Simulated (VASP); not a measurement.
A run of VASP 6.6.1:

INCAR

```
SYSTEM = ZnS
PREC = Accurate ; ENCUT = 520
EDIFF = 1E-7 ; ISMEAR = 0
SIGMA = 0.01 ; LREAL = .FALSE.
LASPH = .TRUE. ; NELM = 60
ALGO = Normal ; ISIF = 2
LWAVE = .FALSE. ; LCHARG = .FALSE.
GGA = CA ; NBANDS = 16
```

File KPOINTS:

```
Automatic mesh
0
G
  8 8 8
  0 0 0
```

File POSCAR:

```
ZnS
1.0
    2.6484687084      2.6484687084      0.0000000000
   -2.6484687084      2.6484687084      0.0000000000
    0.0000000000      2.6484687084      2.6484687084
Zn S
1 1
Direct
    0.7500000000      0.2500000000      0.5000000000
    0.0000000000      0.0000000000      0.0000000000
```

Potentials or basis: VASP PAW LDA potentials, release 64 (Zn, S).

Launch:

```bash
$ cat potpaw_LDA.64/Zn/POTCAR potpaw_LDA.64/S/POTCAR > POTCAR
$ mpirun -np 1 vasp_std > vasp.out
```

Hardware: 1 thread of AMD EPYC 7R13, on a shared host.

Q: How long does it take, and how much memory?

A: Wall time 34 s on 1 thread of AMD EPYC 7R13 (shared host), peak memory 0.11 GiB. Counts: scf iterations 13, k points 29.
